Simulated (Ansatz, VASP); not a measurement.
## Two plane-wave programs on CS2

```
S C
1.0
    10.00000    0.00000    0.00000
     0.00000   10.00000    0.00000
     0.00000    0.00000   10.00000
S C
20 10
Direct
  0.27326 0.56666 0.93246
  0.16363 0.71031 0.67835
  0.77133 0.85326 0.65040
  0.00997 0.04853 0.60106
  0.86113 0.50235 0.00995
  0.87680 0.40473 0.71323
  0.51372 0.85209 0.91472
  0.62327 0.05699 0.12360
  0.66167 0.22907 0.48179
  0.90596 0.26414 0.29012
  0.20785 0.87855 0.15103
  0.94011 0.86838 0.98966
  0.52690 0.58089 0.55951
  0.55854 0.66993 0.26132
  0.48124 0.25177 0.82253
  0.24311 0.33080 0.63596
  0.39427 0.96239 0.51719
  0.30670 0.17594 0.30644
  0.20047 0.52155 0.30034
  0.93474 0.66716 0.37781
  0.21836 0.63896 0.80569
  0.89020 0.95162 0.62574
  0.86911 0.45353 0.86162
  0.56888 0.95452 0.01914
  0.78369 0.24656 0.38595
  0.07378 0.87409 0.07092
  0.54282 0.62545 0.41050
  0.36166 0.29063 0.72928
  0.35091 0.06971 0.41222
  0.06709 0.59396 0.33872
```

Alike in both runs: functional PBE; dispersion D3(BJ); k mesh 1 × 1 × 1; occupations fermi-dirac, width 0.05 eV; no spin polarisation.

Ansatz relaxed the structure, and its values are those at the end. VASP's run is a single point on that final structure, the one shown.

```csv
,VASP,Ansatz
version,VASP 6.6.1,Ansatz 0.2.0
potentials or method,"VASP PAW PBE potentials, release 64 (S, C_h), cutoff 910 eV","scalar-relativistic, plane waves, PAW"
valence electrons in the cell,160,160
```

Ansatz gave:

| Quantity | Value |
| --- | --- |
| rms of the force components (eV/Å) | 0.058 |

Question: What did VASP give for the same quantities?

Answer: rms of the force components (eV/Å): 0.173.

One of these differences is far larger than is usual between the two programs; its cause wasn't traced.

Noted on VASP's run: the cutoff is short for stress, so the pressure is rough.
